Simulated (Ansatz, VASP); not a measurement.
Ca in VASP and in Ansatz

Contents of INCAR:

```
  PREC = Accurate
  ENCUT = 520
  EDIFF = 1E-6
  ISMEAR = 0
  SIGMA = 0.1
  LREAL = F
  LASPH = T
  NELM = 60
  ALGO = Fast
  ISIF = 2
  LWAVE = F
  LCHARG = F
  GGA = PE
  NBANDS = 17
```

File KPOINTS:

```
Automatic mesh
0
Gamma
  6 6 4
```

File POSCAR:

```
Ca
1.0
    1.9400745323     -5.4388986025      0.0000000000
    1.9400745323      5.4388986025      0.0000000000
    0.0000000000      0.0000000000      4.2414043223
Ca
2
Direct
    0.8670000000      0.1330000000      0.2500000000
    0.1330000000      0.8670000000      0.7500000000
```

Input for Ansatz:

```yaml
crystal:
  lattice:
    - [1.9400745323, -5.4388986025, 0.0]
    - [1.9400745323, 5.4388986025, 0.0]
    - [0.0, 0.0, 4.2414043223]
  atoms:
    - { symbol: Ca, position: [0.867, 0.133, 0.25] }
    - { symbol: Ca, position: [0.133, 0.867, 0.75] }
basis:
  ecutwfc: 420
kpoints:
  mp_grid: { grid: [6, 6, 4] }
hamiltonian:
  xc: pbe
scf:
  occupations: { method: gaussian, width: 0.1 }
  lower_state_search: "off"
output:
  forces: true
  stress: true
  eigenvalues: true
```

Alike in both runs: task single point; functional PBE; k mesh 6 × 6 × 4; occupations gaussian, width 0.1 eV; no spin polarisation.

|  | VASP | Ansatz |
| --- | --- | --- |
| version | VASP 6.6.1 | Ansatz 0.2.0 |
| potentials or method | VASP PAW PBE potentials, release 64 (Ca_sv), cutoff 520 eV | scalar-relativistic, plane waves, PAW |
| valence electrons in the cell | 20 | 20 |

```csv
,VASP,Ansatz,Ansatz less VASP
gap on the k mesh at the Fermi level (eV),none,none,-
pressure (GPa),-0.3,-0.4,-0.01
"traceless stress, the component that is largest in VASP (GPa)",2.06,2.06,-0.003
rms of the force components (eV/Å),0.089,0.089,+0.0001
```

Atom by atom the forces differ by 0.000 eV/Å (rms over components). A gap of «none» marks a metal or a gap that the smearing closes. The functional is the same, so the differences come from potentials, cutoffs and numerics.

The k mesh is coarse, so the values compare programs but aren't converged.
